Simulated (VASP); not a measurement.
A run of VASP 6.6.1:

INCAR

```
PREC = Accurate
ENCUT = 520
EDIFF = 1E-6
ISMEAR = -1
SIGMA = 0.05
LREAL = False
LASPH = True
NELM = 100
ALGO = Normal
ISIF = 2
LWAVE = False
LCHARG = False
GGA = PS
NBANDS = 14
```

File KPOINTS:

```
Automatic mesh
0
Gamma
  8 8 8
```

POSCAR

```
NaCl
1.0
    0.0000000000      2.8125674869      2.8125674869
    2.8125674869      0.0000000000      2.8125674869
    2.8125674869      2.8125674869      0.0000000000
Cl Na
1 1
Direct
    0.5000000000      0.5000000000      0.5000000000
    0.0000000000      0.0000000000      0.0000000000
```

Potentials or basis: VASP PAW PBE potentials, release 64 (Cl, Na_pv).

Run with:

```bash
$ cat potpaw_PBE.64/Cl/POTCAR potpaw_PBE.64/Na_pv/POTCAR > POTCAR
$ mpirun -np 1 vasp_std > vasp.out
```

Hardware: 1 thread of AMD EPYC 7R43 64-Core Processor (Zen 3) (shared host).

Problem. How long does it take, and how much memory?

Solution. Run time: 18 s on 1 thread of AMD EPYC 7R43 64-Core Processor (Zen 3), on a shared host, peak memory 0.13 GiB. Counts: scf iterations 12, k points 29.
